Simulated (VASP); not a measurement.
# NiO (Fm-3m) in VASP: single point with PBE+U

Aim: the single point of NiO with PBE+U.

Everything below comes from runs of VASP 6.6.1. Logs are shortened: lines on timing, memory, paths and dates and some standing lists are left out, and cuts for length are marked.

**Experimental background.**

From “Local correlations, non-local screening, multiplets, and band formation in NiO”, 2012, arxiv:1210.6675, for a bulk crystal of NiO: band gap 4.3 eV.

How close the calculation comes is told below.

### Step 1. The cell of the first run

It takes space group Fm-3m (No. 225, cubic). Conventional cell: a = 4.190 Å, b = 4.190 Å, c = 4.190 Å, α = 90.00°, β = 90.00°, γ = 90.00°. Ni (site symmetry m-3m) has 6 O at 2.10 Å within 2.8 Å. Within 2.8 Å of O (site symmetry m-3m) lie 6 Ni at 2.10 Å.

### Step 2. Single point, PBE+U, collinear spin, ferromagnetic start

Input file INCAR:

```
PREC = Accurate
ENCUT = 520
EDIFF = 1E-6
ISMEAR = -1
SIGMA = 0.05
LREAL = F
LASPH = T
NELM = 150
ALGO = Normal
ISIF = 2
LWAVE = F
LCHARG = F
ISPIN = 2
MAGMOM = 2 2 0 0
LORBIT = 11
LMAXMIX = 4
LDAU = T
LDAUTYPE = 2
LDAUL = 2 -1
LDAUU = 6.2 0
LDAUJ = 0 0
LDAUPRINT = 1
GGA = PE
NBANDS = 28
```

Input file KPOINTS:

```
Automatic mesh
0
Gamma
  8 8 8
```

Input file POSCAR:

```
NiO
1.0
    4.1900600000      2.0950300000      2.0950300000
    2.0950300000      4.1900600000      2.0950300000
    2.0950300000      2.0950300000      4.1900600000
Ni O
2 2
Direct
    0.0000000000      0.0000000000      0.0000000000
    0.5000000000      0.5000000000      0.5000000000
    0.2500000000      0.2500000000      0.2500000000
    0.7500000000      0.7500000000      0.7500000000
```

Potentials or basis: VASP PAW PBE potentials, release 64 (Ni, O).

The run is started by

```console
> cat potpaw_PBE.64/Ni/POTCAR potpaw_PBE.64/O/POTCAR > POTCAR
> mpirun -np 1 vasp_std > vasp.out
```

OUTCAR:

```text
PREC = Accurate
   ENCUT = 520
   EDIFF = 1E-6
   ISMEAR = -1
   LREAL = F
   LASPH = T
   NELM = 150
   ISIF = 2
   ISPIN = 2
   LORBIT = 11
   GGA = PE

 ion  position               nearest neighbor table
   1  0.000  0.000  0.000-   4 2.10   4 2.10   4 2.10   3 2.10   3 2.10   3 2.10   2 2.96   2 2.96
                             2 2.96   2 2.96   2 2.96   2 2.96
   2  0.500  0.500  0.500-   3 2.10   3 2.10   3 2.10   4 2.10   4 2.10   4 2.10   1 2.96   1 2.96
                             1 2.96   1 2.96   1 2.96   1 2.96
   3  0.250  0.250  0.250-   1 2.10   1 2.10   1 2.10   2 2.10   2 2.10   2 2.10
   4  0.750  0.750  0.750-   2 2.10   2 2.10   2 2.10   1 2.10   1 2.10   1 2.10

  LATTYP: Found a trigonal (rhomboedric) cell.
 ALAT       =     5.1317544958
 COS(alpha) =     0.8333333333

  Lattice vectors:

 A1 = (   4.1900600000,   2.0950300000,   2.0950300000)
 A2 = (   2.0950300000,   4.1900600000,   2.0950300000)
 A3 = (   2.0950300000,   2.0950300000,   4.1900600000)

Analysis of symmetry for initial positions (statically):
=====================================================================
 Subroutine PRICEL returns following result:

  LATTYP: Found a face centered cubic cell.
 ALAT       =     4.1900600000
[... 12 lines left out ...]
 Subroutine GETGRP returns: Found 12 space group operations
 (whereof 12 operations were pure point group operations)
 out of a pool of 12 trial point group operations.

The static configuration has the point symmetry D_3d.

Analysis of symmetry for dynamics (positions and initial velocities):
=====================================================================
 Subroutine PRICEL returns following result:

  LATTYP: Found a face centered cubic cell.
 ALAT       =     4.1900600000
[... 12 lines left out ...]
 Subroutine GETGRP returns: Found 12 space group operations
 (whereof 12 operations were pure point group operations)
 out of a pool of 12 trial point group operations.

The dynamic configuration has the point symmetry D_3d.

Analysis of structural, dynamic, and magnetic symmetry:
=====================================================================
 Subroutine PRICEL returns following result:

  LATTYP: Found a face centered cubic cell.
 ALAT       =     4.1900600000
[... 217 lines left out ...]
  o =  0.9821  v =  0.0000  0.0000  0.0000  0.0000  0.0000  0.8094 -0.3116 -0.0000 -0.4978 -0.0000      0.0000  0.0000  0.0000  0.0000  0.0000  0.0000  0.0000  0.0000  0.0000  0.0000
  o =  0.9834  v = -0.8093  0.3113 -0.0002  0.4981 -0.0000  0.0000  0.0000  0.0000  0.0000  0.0000      0.0000  0.0000  0.0000  0.0000  0.0000  0.0000  0.0000  0.0000  0.0000  0.0000
  o =  0.9834  v = -0.1078  0.7548 -0.0000 -0.6470  0.0002  0.0000  0.0000  0.0000  0.0000  0.0000      0.0000  0.0000  0.0000  0.0000  0.0000  0.0000  0.0000  0.0000  0.0000  0.0000
  o =  0.9834  v =  0.5774  0.5774 -0.0000  0.5774  0.0000  0.0000  0.0000  0.0000  0.0000  0.0000      0.0000  0.0000  0.0000  0.0000  0.0000  0.0000  0.0000  0.0000  0.0000  0.0000
  o =  1.0365  v = -0.0002  0.0001  1.0000  0.0001 -0.0000  0.0000  0.0000  0.0000  0.0000  0.0000      0.0000  0.0000  0.0000  0.0000  0.0000  0.0000  0.0000  0.0000  0.0000  0.0000
  o =  1.0365  v =  0.0000 -0.0001  0.0000  0.0001  1.0000  0.0000  0.0000  0.0000  0.0000  0.0000      0.0000  0.0000  0.0000  0.0000  0.0000  0.0000  0.0000  0.0000  0.0000  0.0000

 number of electron      32.0000010 magnetization       4.0000023

 Free energy of the ion-electron system (eV)
  ---------------------------------------------------
  ext. energy  EPLUGINS =         0.00000000
  ---------------------------------------------------
  free energy    TOTEN  =       -20.33027848 eV

  energy without entropy =      -20.33027848  energy(sigma->0) =      -20.33027848

 E-fermi :   7.7964     XC(G=0): -12.5895

 val. band max:        6.6748036152   @ k =   0.5000   0.5000   0.0000
 cond. band min:       9.2138532622   @ k =   0.0000   0.0000   0.0000
 fundamental gap:      2.5390496469
 Fermi energy:         7.7964078797

 spin component 1

 k-point     1 :       0.0000    0.0000    0.0000
  band No.  band energies     occupation
      1     -12.1096      1.00000
      2     -10.6884      1.00000
      3      -0.9444      1.00000
      4      -0.6281      1.00000
      5      -0.6281      1.00000
      6       0.5576      1.00000
[... 1481 lines left out ...]
     27      24.5157      0.00000
     28      29.0049      0.00000

 [... further k-points ...]

------------------------ aborting loop because EDIFF is reached ----------------------------------------

  FORCE on cell =-STRESS in cart. coord.  units (eV):
  Direction    XX          YY          ZZ          XY          YZ          ZX
  --------------------------------------------------------------------------------------
  -------------------------------------------------------------------------------------
  Total        0.2079401      0.2079401      0.2079401      0.0002708      0.0002708      0.0002708
  in kB        9.0577039      9.0577039      9.0577039      0.0117942      0.0117942      0.0117942
  external PRESSURE =       9.0577039 kB  Pullay stress =       0.0000000 kB

 VOLUME and BASIS-vectors are now :
 -----------------------------------------------------------------------------
  energy-cutoff  :      520.00
  volume of cell :       36.78
      direct lattice vectors                 reciprocal lattice vectors
     4.190060000  2.095030000  2.095030000     0.357990100 -0.119330033 -0.119330033
     2.095030000  4.190060000  2.095030000    -0.119330033  0.357990100 -0.119330033
     2.095030000  2.095030000  4.190060000    -0.119330033 -0.119330033  0.357990100

 POSITION                                       TOTAL-FORCE (eV/Angst)
 -----------------------------------------------------------------------------------
      0.00000      0.00000      0.00000        -0.000000      0.000000     -0.000000
      4.19006      4.19006      4.19006         0.000000      0.000000      0.000000
      2.09503      2.09503      2.09503         0.000000     -0.000000     -0.000000
      6.28509      6.28509      6.28509        -0.000000      0.000000      0.000000
 -----------------------------------------------------------------------------------
    total drift:                                0.000000     -0.000000     -0.000000

  FREE ENERGIE OF THE ION-ELECTRON SYSTEM (eV)
  ---------------------------------------------------
  free  energy   TOTEN  =       -20.3302784756 eV

  energy  without entropy=      -20.3302784756  energy(sigma->0) =      -20.33027848

 total charge

# of ion       s       p       d       tot
------------------------------------------
    1        0.342   0.419   8.217   8.977
    2        0.342   0.419   8.217   8.977
    3        1.547   3.479   0.000   5.026
    4        1.547   3.479   0.000   5.026
--------------------------------------------------
tot          3.778   7.795  16.433  28.007

 magnetization (x)

# of ion       s       p       d       tot
------------------------------------------
    1        0.012   0.013   1.800   1.824
    2        0.012   0.013   1.800   1.824
    3        0.017   0.153   0.000   0.170
    4        0.017   0.153   0.000   0.170
--------------------------------------------------
tot          0.058   0.331   3.599   3.988
```

OSZICAR:

```text
N       E                     dE             d eps       ncg     rms          rms(c)
DAV:   1     0.262673287675E+03    0.26267E+03   -0.15084E+04  7528   0.153E+03
DAV:   2     0.820517124165E+01   -0.25447E+03   -0.22846E+03  7440   0.338E+02
DAV:   3    -0.188689487512E+02   -0.27074E+02   -0.26199E+02  8064   0.119E+02
DAV:   4    -0.194052219705E+02   -0.53627E+00   -0.53475E+00  7744   0.171E+01
DAV:   5    -0.194143043031E+02   -0.90823E-02   -0.90814E-02  8496   0.216E+00    0.221E+01
DAV:   6    -0.193726849637E+02    0.41619E-01   -0.29293E+01  9492   0.919E+01    0.255E+01
DAV:   7    -0.195753544627E+02   -0.20267E+00   -0.36411E+00  8488   0.314E+01    0.132E+01
DAV:   8    -0.200737979478E+02   -0.49844E+00   -0.61837E-01  8760   0.650E+00    0.906E+00
DAV:   9    -0.203076398156E+02   -0.23384E+00   -0.12860E-01  8940   0.910E+00    0.111E+00
DAV:  10    -0.203290107518E+02   -0.21371E-01   -0.99729E-02  9888   0.332E+00    0.683E-01
DAV:  11    -0.203292774225E+02   -0.26667E-03   -0.11140E-02  7720   0.162E+00    0.212E-01
DAV:  12    -0.203300392137E+02   -0.76179E-03   -0.13586E-03  8760   0.518E-01    0.958E-02
DAV:  13    -0.203302535741E+02   -0.21436E-03   -0.34802E-04  9784   0.228E-01    0.332E-02
DAV:  14    -0.203302763439E+02   -0.22770E-04   -0.77048E-05 10072   0.848E-02    0.144E-02
DAV:  15    -0.203302784321E+02   -0.20882E-05   -0.87136E-06  7284   0.230E-02    0.642E-03
DAV:  16    -0.203302784756E+02   -0.43460E-07   -0.32038E-07  3992   0.570E-03
   1 F= -.20330278E+02 E0= -.20330278E+02  d E =-.968145E-11  mag=     4.0000
```

It took 11 min on 1 thread of Intel Xeon 8259CL, shared host; peak memory 0.34 GiB.

What came out:

| Quantity | Value |
| --- | --- |
| Free energy | -20.3303 eV |
| Pressure | 0.9 GPa |
| Band gap on the k mesh | 2.54 eV |
| Net moment | 4.00 μB per cell |
| Site moments | Ni +1.82; O +0.17 μB |
| Valence electrons inside the program's atomic spheres | Ni 8.98; O 5.03 |

Eigenvalues of the final occupation matrices:
```
    site  spin  trace               eigenvalues
site 1 d     1   5.02  0.98 0.98 0.98 1.04 1.04
site 1 d     2   3.22  0.14 0.14 0.98 0.98 0.98
site 2 d     1   5.02  0.98 0.98 0.98 1.04 1.04
site 2 d     2   3.22  0.14 0.14 0.98 0.98 0.98
```

The state reached can hang on the start; a lower one may exist.

### Step 3. How close it comes

Step 2. Against the measured gap of NiO, 4.3 eV (quoted in “Local correlations, non-local screening, multiplets, and band formation in NiO”, 2012, arxiv:1210.6675), the calculated 2.54 eV is off by -1.76 eV. The value is that of PBE+U on a finite k mesh, which can miss the band edges, without temperature or zero-point motion. The run's magnetic order (collinear spin, ferromagnetic start) needn't be the measured crystal's.
